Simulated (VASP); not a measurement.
Al, 1 atom in the cell. It takes space group Immm (No. 71, orthorhombic). The conventional cell has a = 3.211 Å, b = 3.235 Å, c = 3.259 Å, α = 90.00°, β = 90.00°, γ = 90.00°. Within 3.7 Å of Al (site symmetry mmm) lie 14 Al at 2.80 to 3.26 Å.  This cell differs from its parent crystal: strain +0.0075 x Voigt [1, -1, 0, 0, 0, 0].

* Program: VASP 6.6.1
* Task: single point
* Functional: PBE
* Potentials or basis: VASP PAW PBE potentials, release 64 (Al)
* Cutoff: 520 eV
* k mesh: 26 × 26 × 26
* Occupations: gaussian, width 0.15 eV
* Spin: no spin polarisation
* Dipole correction: no
* Further INCAR settings: ALGO = Fast; EDIFF = 1e-06; NBANDS = 8

Potentials or basis: VASP PAW PBE potentials, release 64 (Al).

Command:

```sh
$ cat potpaw_PBE.64/Al/POTCAR > POTCAR
$ mpirun -np 1 vasp_std > vasp.out
```

Hardware: 1 thread of Intel(R) Xeon(R) 6975P-C (Granite Rapids), with other jobs on the host.

Q: Estimate the wall time of this run.

A: Wall time 73 s on 1 thread of Intel(R) Xeon(R) 6975P-C (Granite Rapids), with other jobs on the host, peak memory 0.39 GiB. Counts: scf iterations 10, k points 2471.
